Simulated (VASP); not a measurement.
Here is a VASP 6.6.1 calculation.

Contents of INCAR:

```
SYSTEM = Ge2Sb2Te5
AGGAC = 1.0
AGGAX = 1.0
ALDAC = 0.0
ALDAX = 1.0
ALGO = Normal
EDIFF = 1E-7
ENCUT = 520
GGA = B5
ISIF = 2
ISMEAR = -1
LASPH = .True.
LCHARG = .False.
LREAL = .False.
LWAVE = .False.
NBANDS = 44
NELM = 60
PREC = Accurate
SIGMA = 0.05
```

Contents of KPOINTS:

```
k-points
0
Gamma
  5 5 4
  0 0 0
```

Contents of POSCAR:

```
Ge2Sb2Te5
1.0
    7.4637678437     -3.1397155880      0.1903392353
    7.4637678437      3.1397155880      0.1903392353
   -7.2642886197      0.0000000000      7.4775949959
Te Sb Ge
5 2 2
Direct
    0.5869554700      0.5869554700      0.3621269480
    0.8038492814      0.8038492814      0.2222775847
    0.0271327219      0.0271327219      0.0056835157
    0.1635291082      0.1635291082      0.7452874176
    0.3611766836      0.3611766836      0.5640592043
    0.9155166914      0.9155166914      0.5943652159
    0.1086365926      0.1086365926      0.4207949603
    0.2781452447      0.2781452447      0.2168286955
    0.5550582061      0.5550582061      0.0685764579
```

Potentials or basis: VASP PAW PBE potentials, release 64 (Te, Sb, Ge_d).

Command:

```bash
$ cat potpaw_PBE.64/Te/POTCAR potpaw_PBE.64/Sb/POTCAR potpaw_PBE.64/Ge_d/POTCAR > POTCAR
$ mpirun -np 1 vasp_std > vasp.out
```

Question: Estimate the pressure.

Answer: 0.1 GPa.

Question: What does it give for the largest force?

Answer: 0.056 eV/Å.

Forces on the atoms (eV/Å):
```
Te  -0.017  0.000  0.019
Te   0.027  0.000 -0.021
Te  -0.022  0.000 -0.019
Te   0.016  0.000  0.054
Te   0.013  0.000  0.030
Sb  -0.044  0.000  0.009
Sb  -0.006  0.000 -0.044
Ge   0.032  0.000 -0.001
Ge   0.000  0.000 -0.026
```

Caveat: the PAW data sets were made with another functional, which shifts forces and pressure a little.
